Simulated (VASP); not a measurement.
# Sb (R-3m) in VASP: notebook, part 2 of 2

VASP 6.6.1. Earlier steps stand in the parts before.

### Step 4. Single point, r2SCAN+D3(BJ)

This run uses another cell than the first one, of 29.70 Å³/atom.

Input file POSCAR:

```
Sb
1.0
    2.1507441071      1.2417326892      3.7075055082
   -2.1507441071      1.2417326892      3.7075055082
    0.0000000000     -2.4834653784      3.7075055082
Sb
2
Direct
    0.2348275215      0.2348275215      0.2348275215
    0.7651724785      0.7651724785      0.7651724785
```

Input file INCAR.step1:

```
SYSTEM = Sb
ALGO = Normal
EDIFF = 1E-4
ENCUT = 520
GGA = PE
ISMEAR = -1
LASPH = .TRUE.
LCHARG = .FALSE.
LREAL = .FALSE.
LWAVE = .TRUE.
NBANDS = 12
NELM = 60
PREC = Accurate
SIGMA = 0.1
```

Input file INCAR.step2:

```
SYSTEM = Sb
ALGO = Normal
EDIFF = 1E-6
ENCUT = 520
ISIF = 2
ISMEAR = -1
ISTART = 1
IVDW = 12
LASPH = .TRUE.
LCHARG = .TRUE.
LELF = .TRUE.
LMIXTAU = .TRUE.
LREAL = .FALSE.
LVHAR = .TRUE.
LWAVE = .FALSE.
METAGGA = R2SCAN
NBANDS = 12
NELM = 60
PREC = Accurate
SIGMA = 0.1
VDW_A1 = 0.49484001
VDW_A2 = 5.73083694
VDW_S6 = 1.0
VDW_S8 = 0.78981345
```

Input file KPOINTS:

```
k-points
0
G
  12 12 12
  0 0 0
```

Potentials or basis: VASP PAW PBE potentials, release 64 (Sb).

Run with:

```
$ cat potpaw_PBE.64/Sb/POTCAR > POTCAR
$ cp INCAR.step1 INCAR
$ mpirun -np 1 vasp_std > vasp.out
$ cp INCAR.step2 INCAR
$ mpirun -np 1 vasp_std > vasp.out
```

OUTCAR:

```text
SYSTEM = Sb
   EDIFF = 1E-6
   ENCUT = 520
   ISIF = 2
   ISMEAR = -1
   ISTART = 1
   IVDW = 12
   LASPH = .TRUE.
   LREAL = .FALSE.
   METAGGA = R2SCAN
   NELM = 60
   PREC = Accurate
 IVDW          = 12

 ion  position               nearest neighbor table
   1  0.235  0.235  0.235-   2 2.91   2 2.91   2 2.91   2 3.31   2 3.31   2 3.31
   2  0.765  0.765  0.765-   1 2.91   1 2.91   1 2.91   1 3.31   1 3.31   1 3.31

  LATTYP: Found a trigonal (rhomboedric) cell.
 ALAT       =     4.4624205740
 COS(alpha) =     0.5354136128

  Lattice vectors:

 A1 = (   2.1507441071,   1.2417326892,   3.7075055082)
 A2 = (  -2.1507441071,   1.2417326892,   3.7075055082)
 A3 = (   0.0000000000,  -2.4834653784,   3.7075055082)

Analysis of symmetry for initial positions (statically):
=====================================================================
 Subroutine PRICEL returns:
 Original cell was already a primitive cell.

 Routine SETGRP: Setting up the symmetry group for a
 trigonal (rhombohedral) supercell.

 Subroutine GETGRP returns: Found 12 space group operations
 (whereof 12 operations were pure point group operations)
 out of a pool of 12 trial point group operations.

The static configuration has the point symmetry D_3d.

Analysis of symmetry for dynamics (positions and initial velocities):
=====================================================================
 Subroutine PRICEL returns:
 Original cell was already a primitive cell.

 Routine SETGRP: Setting up the symmetry group for a
 trigonal (rhombohedral) supercell.

 Subroutine GETGRP returns: Found 12 space group operations
 (whereof 12 operations were pure point group operations)
 out of a pool of 12 trial point group operations.

The dynamic configuration has the point symmetry D_3d.

 Subroutine INISYM returns: Found 12 space group operations
 (whereof 12 operations are pure point group operations),
 and found     1 'primitive' translations

[... 119 lines left out ...]
   METAGGA = R2SCAN    functional components
   LHFCALC =     F    Hartree Fock is set to
   AEXX    =    0.0000 exact exchange contribution
   IVDW    =    12    specifies the selected vdW correction
   LEPSILON=     F    determine dielectric tensor
   LRPA    =     F    only Hartree local field effects (RPA)
 non-spin polarized calculation
  energy-cutoff  :      520.00
  volume of cell :       59.41
 maximum number of plane-waves:      1616
 NGX is ok and might be reduce to    36
   NGX = 17   NGY = 17   NGZ = 17

 number of electron      10.0000000 magnetization

 Free energy of the ion-electron system (eV)
  ---------------------------------------------------
  ext. energy  EPLUGINS =         0.00000000
  ---------------------------------------------------
  free energy    TOTEN  =       -51.37412708 eV

  energy without entropy =      -51.36453135  energy(sigma->0) =      -51.36932921

 E-fermi :   7.4401     XC(G=0): -10.0797

 val. band max:        7.4138034415   @ k =   0.5000   0.5000   0.5000
 cond. band min:       7.4788052838   @ k =  -0.4167   0.5000   0.4167
 fundamental gap:      0.0650018423
 Fermi energy:         7.4400519447

 k-point     1 :       0.0000    0.0000    0.0000
  band No.  band energies     occupation
      1      -5.9975      2.00000
      2       2.7676      2.00000
      3       5.1743      2.00000
      4       5.3902      2.00000
      5       5.3902      2.00000
      6       9.7380      0.00000
      7      10.3243      0.00000
      8      10.3243      0.00000
      9      12.7707      0.00000
     10      12.7707      0.00000
     11      12.9832      0.00000
     12      14.5499      0.00000
[... 331 lines left out ...]
 k-point    24 :      -0.4167    0.1667    0.0000
  band No.  band energies     occupation
      1      -3.2818      2.00000
      2      -2.5229      2.00000
      3       3.4500      2.00000
      4       5.0356      2.00000
      5       5.6192      2.00000
      6       8.4176      0.00011
      7       8.9418      0.00000
      8      10.7446      0.00000
      9      14.4480      0.00000
     10      14.9409      0.00000
     11      15.5607      0.00000
     12      18.1946      0.00000

 [... further k-points ...]

------------------------ aborting loop because EDIFF is reached ----------------------------------------

 Edisp (eV)   -0.44866

 E8    (eV) :    -0.1645

  FORCE on cell =-STRESS in cart. coord.  units (eV):
  Direction    XX          YY          ZZ          XY          YZ          ZX
  --------------------------------------------------------------------------------------
  -------------------------------------------------------------------------------------
  Total       0.42109     0.42109     0.40081     0.00000    -0.00000     0.00000
  in kB      11.35636    11.35636    10.80921     0.00000    -0.00000     0.00000
  external pressure =       11.17 kB  Pullay stress =        0.00 kB

 VOLUME and BASIS-vectors are now :
 -----------------------------------------------------------------------------
  energy-cutoff  :      520.00
  volume of cell :       59.41
      direct lattice vectors                 reciprocal lattice vectors
     2.150744107  1.241732689  3.707505508     0.232477680  0.134221051  0.089907711
    -2.150744107  1.241732689  3.707505508    -0.232477680  0.134221051  0.089907711
     0.000000000 -2.483465378  3.707505508     0.000000000 -0.268442102  0.089907711

 POSITION                                       TOTAL-FORCE (eV/Angst)
 -----------------------------------------------------------------------------------
      0.00000      0.00000      2.61187         0.000000      0.000000      0.051299
      0.00000      0.00000      8.51064         0.000000      0.000000     -0.051299
 -----------------------------------------------------------------------------------
    total drift:                               -0.000000      0.000000     -0.000000

  FREE ENERGIE OF THE ION-ELECTRON SYSTEM (eV)
  ---------------------------------------------------
  free  energy   TOTEN  =       -51.8227909405 eV

  energy  without entropy=      -51.8131952094  energy(sigma->0) =      -51.81799307
```

OUTCAR.step1:

```text
SYSTEM = Sb
   EDIFF = 1E-4
   ENCUT = 520
   GGA = PE
   ISMEAR = -1
   LASPH = .TRUE.
   LREAL = .FALSE.
[... 581 lines left out ...]
      0.00000      0.00000      2.61187         0.000000     -0.000000      0.204698
      0.00000      0.00000      8.51064         0.000000      0.000000     -0.204698
 -----------------------------------------------------------------------------------
    total drift:                                0.000000      0.000000     -0.000000

  FREE ENERGIE OF THE ION-ELECTRON SYSTEM (eV)
  ---------------------------------------------------
  free  energy   TOTEN  =        -8.2423343848 eV

  energy  without entropy=       -8.2315279952  energy(sigma->0) =       -8.23693119
```

OSZICAR.step1:

```text
N       E                     dE             d eps       ncg     rms          rms(c)
DAV:   1     0.346405205704E+02    0.34641E+02   -0.35236E+03  4536   0.653E+02
DAV:   2    -0.636104154231E+01   -0.41002E+02   -0.39608E+02  5960   0.107E+02
DAV:   3    -0.822791750215E+01   -0.18669E+01   -0.18558E+01  5608   0.255E+01
DAV:   4    -0.824348814293E+01   -0.15571E-01   -0.15568E-01  5200   0.282E+00
DAV:   5    -0.824367972507E+01   -0.19158E-03   -0.19158E-03  5548   0.340E-01    0.306E+00
DAV:   6    -0.824250951640E+01    0.11702E-02   -0.25155E-03  5312   0.330E-01    0.185E+00
DAV:   7    -0.824219499313E+01    0.31452E-03   -0.59753E-03  5264   0.504E-01    0.773E-02
DAV:   8    -0.824230678091E+01   -0.11179E-03   -0.19887E-04  5548   0.859E-02    0.255E-02
DAV:   9    -0.824233438479E+01   -0.27604E-04   -0.39387E-05  3396   0.386E-02
   1 F= -.82423344E+01 E0= -.82369312E+01  d E =-.108064E-01
```

Run time: 4.4 min. Hardware: 1 thread of Intel Xeon 6975P-C (Granite Rapids), shared host; peak memory 0.29 GiB.

What came out:

```
Free energy                : -51.8228 eV
Pressure                   : 1.1 GPa
Largest force              : 0.051 eV/Å
Band gap on the k mesh     : zero (bands 5 and 6 overlap by 0.22 eV)
Dispersion energy per atom : -0.224 eV
```

Forces in eV/Å, atoms in the order of the input:
```
Sb   0.000  0.000  0.051
Sb   0.000  0.000 -0.051
```

Levels at points of the mesh, in eV from the Fermi level:
```tsv
k point	band 2	band 3	band 4	band 5	band 6	band 7	band 8	band 9
(0.00, 0.00, 0.00)	-4.67	-2.27	-2.05	-2.05	2.30	2.88	2.88	5.33
(0.50, 0.00, 0.00)	-10.17	-2.08	-1.91	-0.38	-0.04	0.36	0.37	8.30
(0.50, 0.50, 0.00)	-8.27	-5.84	-4.08	-4.02	1.74	5.31	5.88	7.55
(0.50, 0.50, 0.50)	-9.51	-1.47	-1.47	-0.30	-0.03	-0.03	1.23	7.71
```

Caveat: the PAW data sets were made with another functional, which shifts forces and pressure a little; spin-orbit coupling is left out, which moves the levels of the heavy elements.
